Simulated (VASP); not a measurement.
# Ho3N (P6/mmm) in VASP: further runs, part 2 of 2

VASP 6.6.1. The steps go on from the part before.

## 5. Single point, PBE

This run uses another cell than the first one, of 23.51 Å³/atom.

INCAR

```
ALGO = Normal
EDIFF = 1E-6
ENCUT = 600
GGA = PE
GGA_COMPAT = False
ISIF = 2
ISMEAR = 0
LASPH = True
LCHARG = False
LMAXMIX = 6
LREAL = False
LWAVE = False
NBANDS = 24
NELM = 200
PREC = Accurate
SIGMA = 0.2
```

KPOINTS

```
k-points
0
Gamma
  5 5 5
```

POSCAR

```
Ho3N
1.0
    5.9023044435      0.0000000034      0.0000000000
   -2.9511522247      5.1115455872      0.0000000000
    0.0000000000      0.0000000000      3.1165395322
Ho N
3 1
Direct
    0.5000000000      0.0000000000      0.5000000000
    0.0000000000      0.5000000000      0.5000000000
    0.5000000000      0.5000000000      0.5000000000
    0.0000000000      0.0000000000      0.0000000000
```

Potentials or basis: VASP PAW PBE potentials, release 64 (Ho_3, N), 4f in core.

Command:

```sh
$ cat potpaw_PBE.64/Ho_3/POTCAR potpaw_PBE.64/N/POTCAR > POTCAR
$ mpirun -np 1 vasp_std > vasp.out
```

OUTCAR:

```text
EDIFF = 1E-6
   ENCUT = 600
   GGA = PE
   ISIF = 2
   ISMEAR = 0
   LASPH = True
   LREAL = False
   NELM = 200
   PREC = Accurate

 ion  position               nearest neighbor table
   1  0.500  0.000  0.500-   2 2.95   2 2.95   3 2.95   3 2.95
   2  0.000  0.500  0.500-   1 2.95   1 2.95   3 2.95   3 2.95
   3  0.500  0.500  0.500-   1 2.95   1 2.95   2 2.95   2 2.95
   4  0.000  0.000  0.000-

  LATTYP: Found a hexagonal cell.
 ALAT       =     5.9023044435
 C/A-ratio  =     0.5280208031

  Lattice vectors:

 A1 = (   5.9023044435,   0.0000000034,   0.0000000000)
 A2 = (  -2.9511522247,   5.1115455872,   0.0000000000)
 A3 = (   0.0000000000,   0.0000000000,   3.1165395322)

Analysis of symmetry for initial positions (statically):
=====================================================================
 Subroutine PRICEL returns:
 Original cell was already a primitive cell.

 Routine SETGRP: Setting up the symmetry group for a
 hexagonal supercell.

 Subroutine GETGRP returns: Found 24 space group operations
 (whereof 24 operations were pure point group operations)
 out of a pool of 24 trial point group operations.

The static configuration has the point symmetry D_6h.

Analysis of symmetry for dynamics (positions and initial velocities):
=====================================================================
 Subroutine PRICEL returns:
 Original cell was already a primitive cell.

 Routine SETGRP: Setting up the symmetry group for a
 hexagonal supercell.

 Subroutine GETGRP returns: Found 24 space group operations
 (whereof 24 operations were pure point group operations)
 out of a pool of 24 trial point group operations.

The dynamic configuration has the point symmetry D_6h.

 Subroutine INISYM returns: Found 24 space group operations
[... 106 lines left out ...]
   ISMEAR =     0;   SIGMA  =   0.20  broadening in eV -4-tet -1-fermi 0-gaus
   EFERMI_NEDOS =   21; number of points for ismear=-14 and -15
   IALGO  =     38    algorithm
   IMIX   =      4    mixing-type and parameters
     AMIX     =   0.40;   BMIX     =  1.00
     AMIX_MAG =   1.60;   BMIX_MAG =  1.00
  volume/ion in A,a.u.               =      23.51       158.63
  Fermi-wavevector in a.u.,A,eV,Ry     =   1.142991  2.159939 17.775026  1.306428
  Thomas-Fermi vector in A             =   2.279687
   LORBIT       =      0    0 simple, 1 ext, 2 COOP (PROOUT), +10 PAW based schemes
   GGA     = PE    functional components
   LHFCALC =     F    Hartree Fock is set to
   AEXX    =    0.0000 exact exchange contribution
   IVDW    =     0    specifies the selected vdW correction
   LEPSILON=     F    determine dielectric tensor
   LRPA    =     F    only Hartree local field effects (RPA)
 non-spin polarized calculation
 Gauss-broadening in eV      SIGMA  =   0.20
  energy-cutoff  :      600.00
  volume of cell :       94.03
 maximum number of plane-waves:      3163
 NGX is ok and might be reduce to    48
   NGX = 23   NGY = 23   NGZ = 13

 number of electron      31.9999999 magnetization

 Free energy of the ion-electron system (eV)
  ---------------------------------------------------
  ext. energy  EPLUGINS =         0.00000000
  ---------------------------------------------------
  free energy    TOTEN  =       -16.85929625 eV

  energy without entropy =      -16.73144970  energy(sigma->0) =      -16.79537297

 E-fermi :   3.2466     XC(G=0): -10.2519

 val. band max:        3.2337988307   @ k =   0.2000   0.2000   0.0000
 cond. band min:       3.2468119558   @ k =   0.2000   0.2000   0.2000
 fundamental gap:      0.0130131251
 Fermi energy:         3.2465776102

 k-point     1 :       0.0000    0.0000    0.0000
  band No.  band energies     occupation
      1     -22.0315      2.00000
      2     -21.3831      2.00000
      3     -21.3831      2.00000
      4     -20.3893      2.00000
      5     -20.3700      2.00000
      6     -20.1498      2.00000
[... 394 lines left out ...]
     23       5.8077      0.00000
     24       6.9253      0.00000

------------------------ aborting loop because EDIFF is reached ----------------------------------------

  FORCE on cell =-STRESS in cart. coord.  units (eV):
  Direction    XX          YY          ZZ          XY          YZ          ZX
  --------------------------------------------------------------------------------------
  -------------------------------------------------------------------------------------
  Total        0.2462753      0.2462753      0.2678083     -0.0000000      0.0000000     -0.0000000
  in kB        4.1964787      4.1964787      4.5633949     -0.0000000      0.0000000     -0.0000000
  external PRESSURE =       4.3187841 kB  Pullay stress =       0.0000000 kB

 VOLUME and BASIS-vectors are now :
 -----------------------------------------------------------------------------
  energy-cutoff  :      600.00
  volume of cell :       94.03
      direct lattice vectors                 reciprocal lattice vectors
     5.902304444  0.000000003  0.000000000     0.169425351  0.097817772  0.000000000
    -2.951152225  5.111545587  0.000000000    -0.000000000  0.195635544  0.000000000
     0.000000000  0.000000000  3.116539532     0.000000000  0.000000000  0.320868704

 POSITION                                       TOTAL-FORCE (eV/Angst)
 -----------------------------------------------------------------------------------
      2.95115      0.00000      1.55827         0.000000      0.000000      0.000000
     -1.47558      2.55577      1.55827         0.000000      0.000000      0.000000
      1.47558      2.55577      1.55827        -0.000000      0.000000      0.000000
      0.00000      0.00000      0.00000         0.000000      0.000000      0.000000
 -----------------------------------------------------------------------------------
    total drift:                               -0.000000      0.000000     -0.000000

  FREE ENERGIE OF THE ION-ELECTRON SYSTEM (eV)
  ---------------------------------------------------
  free  energy   TOTEN  =       -16.8592962468 eV

  energy  without entropy=      -16.7314496958  energy(sigma->0) =      -16.79537297
```

OSZICAR:

```text
N       E                     dE             d eps       ncg     rms          rms(c)
DAV:   1     0.257447127050E+03    0.25745E+03   -0.13618E+04   792   0.141E+03
DAV:   2     0.810521609251E+01   -0.24934E+03   -0.24057E+03  1072   0.620E+02
DAV:   3    -0.152446124726E+02   -0.23350E+02   -0.20774E+02  1232   0.139E+02
DAV:   4    -0.176291996652E+02   -0.23846E+01   -0.21352E+01  1280   0.308E+01
DAV:   5    -0.177244395930E+02   -0.95240E-01   -0.94288E-01  1232   0.783E+00    0.259E+01
DAV:   6    -0.194504139192E+02   -0.17260E+01   -0.19517E+01  1168   0.142E+01    0.235E+01
DAV:   7    -0.168350608632E+02    0.26154E+01   -0.58510E+00  1152   0.866E+00    0.131E+01
DAV:   8    -0.169300152287E+02   -0.94954E-01   -0.10770E+00  1104   0.637E+00    0.284E+00
DAV:   9    -0.168643528043E+02    0.65662E-01   -0.40256E-01  1192   0.256E+00    0.101E+00
DAV:  10    -0.168607428730E+02    0.36099E-02   -0.16240E-02  1200   0.743E-01    0.585E-01
DAV:  11    -0.168594050745E+02    0.13378E-02   -0.64668E-03  1288   0.409E-01    0.186E-01
DAV:  12    -0.168593082935E+02    0.96781E-04   -0.68836E-04  1240   0.156E-01    0.583E-02
DAV:  13    -0.168592967189E+02    0.11575E-04   -0.80166E-05  1208   0.592E-02    0.151E-02
DAV:  14    -0.168592962468E+02    0.47209E-06   -0.54768E-06   992   0.191E-02
   1 F= -.16859296E+02 E0= -.16795373E+02  d E =-.127847E+00
```

Wall time 48 s (1 thread of Intel Xeon Platinum 8259CL at 2.50GHz (Skylake/Cascade Lake), shared host); peak memory 0.25 GiB.

What came out:

* Free energy: -16.8593 eV
* Pressure: 0.4 GPa
* Band gap on the k mesh: zero (bands 16 and 17 overlap by 1.00 eV)

Caveat: the k points lie up to 0.40 Å⁻¹ apart, too coarse for converged energies and pressures of a metal; spin-orbit coupling is left out, which moves the levels of the heavy elements; the 4f electrons are frozen in the core, so they carry no moment and show no levels; the run has no spin polarisation, though such a crystal can be magnetic. Spin polarisation is off, so any magnetic state and its effect on volume and gap are missing.

## 6. Overview

```csv
cell,k mesh,gap on the mesh (eV),pressure (GPa)
"a = 5.666, b = 5.666, c = 3.504 Å, angles 90.0, 90.0, 120.0°, 4 atoms, atomic positions A",4 × 4 × 5,none,0.6
"a = 5.864, b = 5.864, c = 3.128 Å, angles 90.0, 90.0, 120.0°, 4 atoms, atomic positions B",5 × 5 × 5,none,0.8
"a = 4.932, b = 4.932, c = 4.401 Å, angles 90.0, 90.0, 120.0°, 4 atoms, atomic positions C",5 × 5 × 4,none,1.2
"a = 5.902, b = 5.902, c = 3.117 Å, angles 90.0, 90.0, 120.0°, 4 atoms, atomic positions B",5 × 5 × 5,none,0.4
```

Alike in all rows: task single point; level PBE; potentials or basis VASP PAW PBE potentials, release 64 (Ho_3, N), 4f in core; no spin polarisation; cutoff (eV) 600; smearing gaussian 0.2 eV.

Caveats: some runs use coarse meshes; spin-orbit coupling is left out, which moves the levels of the heavy elements; the 4f electrons are frozen in the core, so they carry no moment and show no levels; the run has no spin polarisation, though such a crystal can be magnetic.

Total energies depend on the potentials used, so only differences within one code and one set of settings carry meaning.
